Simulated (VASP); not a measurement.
Here is a VASP 6.6.1 calculation.

The input INCAR:

```
SYSTEM = Li31Se16
PREC = Accurate
ENCUT = 650
EDIFF = 1E-6
ISMEAR = 0
SIGMA = 0.01
LREAL = Auto
LASPH = .True.
NELM = 200
ALGO = Normal
ISIF = 2
LWAVE = .False.
LCHARG = .False.
ISPIN = 2
MAGMOM = 0 0 0 0 0 0 0 0 0 0 0 0 0 0 0 0 0.1 0 0.1 0.1 0 0.1 0 0 0 0 0 0 0 0.1 0.1 0.1 0 0 0 0 0 0 0 0 0.1 0 0 0 0.1 0.1 0
LORBIT = 11
GGA = PE
NBANDS = 128
GGA_COMPAT = .False.
KPAR = 2
NCORE = 2
```

The input KPOINTS:

```
Automatic mesh
0
Gamma
  2 2 2
  0.5 0.5 0.5
```

Contents of POSCAR:

```
Li31Se16
1.0
   -6.0061205977     -6.0061205977      6.0061205977
    6.0061205977     -6.0061205977     -6.0061205977
    6.0061205977      6.0061205977      6.0061205977
Li Se
31 16
Direct
    0.0025352414      0.7500000000      0.0033967200
    0.5033967200      0.5025352414      0.7500000000
    0.2500000000      0.5025352414      0.0033967200
   -0.0033967200      0.4966032800      0.2491385214
    0.7500000000      0.7500000000      0.2500000000
    0.5033967200      0.7500000000      0.5025352414
    0.0025352414      0.0033967200      0.7500000000
    0.7500000000      0.2500000000      0.7500000000
    0.4974647586      0.2508614786     -0.0025352414
    0.2500000000      0.2500000000      0.2500000000
   -0.0033967200      0.2491385214      0.4966032800
    0.7491385214      0.4966032800      0.4966032800
    0.7508614786     -0.0025352414     -0.0025352414
    0.4974647586     -0.0025352414      0.2508614786
    0.2500000000      0.0033967200      0.5025352414
    0.2500000000      0.7500000000      0.2555351721
    0.0124714613      0.7500000000      0.5124714613
    0.5000000000      0.5000000000      0.2500000000
    0.2500000000      0.5124714613      0.5124714613
    0.0124714613      0.5124714613      0.7500000000
    0.7555351721      0.7500000000      0.7500000000
    0.4875285387      0.7500000000     -0.0124714613
    0.0000000000      0.0000000000      0.2500000000
    0.7444648279      0.2444648279      0.2444648279
    0.5000000000      0.2500000000      0.5000000000
    0.2500000000      0.2555351721      0.7500000000
    0.0000000000      0.2500000000      0.0000000000
    0.7500000000      0.5000000000      0.0000000000
    0.7500000000      0.0000000000      0.5000000000
    0.4875285387     -0.0124714613      0.7500000000
    0.2500000000     -0.0124714613     -0.0124714613
   -0.0100572974      0.4899427026      0.4899427026
    0.7529485491      0.5001967479      0.7500000000
    0.2500000000      0.2529485491      0.5001967479
    0.0001967479      0.2529485491      0.7500000000
    0.7470514509      0.2470514509     -0.0027518011
    0.4998032521      0.5027518011     -0.0001967479
    0.2500000000      0.5001967479      0.2529485491
    0.7529485491      0.7500000000      0.5001967479
    0.4998032521     -0.0001967479      0.5027518011
    0.2500000000      0.0100572974      0.7500000000
    0.0027518011     -0.0001967479     -0.0001967479
    0.7470514509     -0.0027518011      0.2470514509
    0.4972481989      0.2470514509      0.2470514509
    0.5100572974      0.7500000000      0.7500000000
    0.2500000000      0.7500000000      0.0100572974
    0.0001967479      0.7500000000      0.2529485491
```

Potentials or basis: VASP PAW PBE potentials, release 64 (Li_sv, Se).

Command:

```console
$ cat potpaw_PBE.64/Li_sv/POTCAR potpaw_PBE.64/Se/POTCAR > POTCAR
$ mpirun -np 4 vasp_std > vasp.out
```

Question: What does it give for the net moment?

Answer: 1.00 μB per cell.

Question: Estimate the site moments.

Answer: Li -0.00, +0.00 (each value once); Se +0.07, +0.03 (each value once) μB.

Forces in eV/Å, atoms in the order of the input:
```
Li   0.012  0.012 -0.017
Li  -0.012  0.017  0.012
Li  -0.017  0.012  0.012
Li  -0.012 -0.017 -0.012
Li   0.000  0.000  0.000
Li  -0.012 -0.012 -0.017
Li   0.012  0.017 -0.012
Li   0.000  0.000  0.000
Li   0.012 -0.012  0.017
Li   0.000  0.000  0.000
Li  -0.012  0.012  0.017
Li   0.017  0.012 -0.012
Li   0.017 -0.012  0.012
Li   0.012 -0.017  0.012
Li  -0.017 -0.012 -0.012
Li   0.019  0.019  0.019
Li   0.000  0.000 -0.019
Li   0.000  0.000  0.000
Li  -0.019  0.000  0.000
Li   0.000  0.019  0.000
Li  -0.019 -0.019  0.019
Li   0.000  0.000  0.019
Li   0.000  0.000  0.000
Li  -0.019  0.019 -0.019
Li   0.000  0.000  0.000
Li   0.019 -0.019 -0.019
Li   0.000  0.000  0.000
Li   0.000  0.000  0.000
Li   0.000  0.000  0.000
Li   0.000 -0.019  0.000
Li   0.019  0.000  0.000
Se  -0.004  0.004 -0.004
Se  -0.009  0.005  0.009
Se  -0.005 -0.009 -0.009
Se   0.009  0.005 -0.009
Se  -0.009 -0.005 -0.009
Se   0.009 -0.009  0.005
Se  -0.005  0.009  0.009
Se  -0.009 -0.009 -0.005
Se   0.009 -0.005  0.009
Se   0.004 -0.004 -0.004
Se   0.005 -0.009  0.009
Se  -0.009  0.009  0.005
Se   0.005  0.009 -0.009
Se  -0.004 -0.004  0.004
Se   0.004  0.004  0.004
Se   0.009  0.009 -0.005
```

Caveat: the k points lie up to 0.37 Å⁻¹ apart; the cell differs from its parent crystal (atoms taken out, then relaxed in part).
